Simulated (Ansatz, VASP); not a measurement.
## One calculation of BN, two programs

```xyz
2
Lattice="0.0000 1.8028 1.8028 1.8028 0.0000 1.8028 1.8028 1.8028 0.0000" Properties=species:S:1:pos:R:3 pbc="T T T"
B     0.0000    0.0000    0.0000
N     2.7042    2.7042    2.7042
```

Alike in both runs: task single point; functional PBEsol; k mesh 12 × 12 × 12; occupations gaussian, width 0.05 eV; no spin polarisation.

|  | VASP | Ansatz |
| --- | --- | --- |
| version | VASP 6.6.1 | Ansatz 0.2.0 |
| potentials or method | VASP PAW PBE potentials, release 64 (B, N), cutoff 600 eV | scalar-relativistic, plane waves, PAW |
| valence electrons in the cell | 8 | 8 |

```csv
,VASP,Ansatz,Ansatz less VASP
gap on the k mesh at the Fermi level (eV),4.28,4.30,+0.013
least direct gap on the mesh (eV),8.80,8.81,+0.009
pressure (GPa),0.3,0.0,-0.33
```

VASP's potentials were made for PBE, not for PBEsol. With one functional, cell and mesh, what is left measures potentials, basis and numerics.
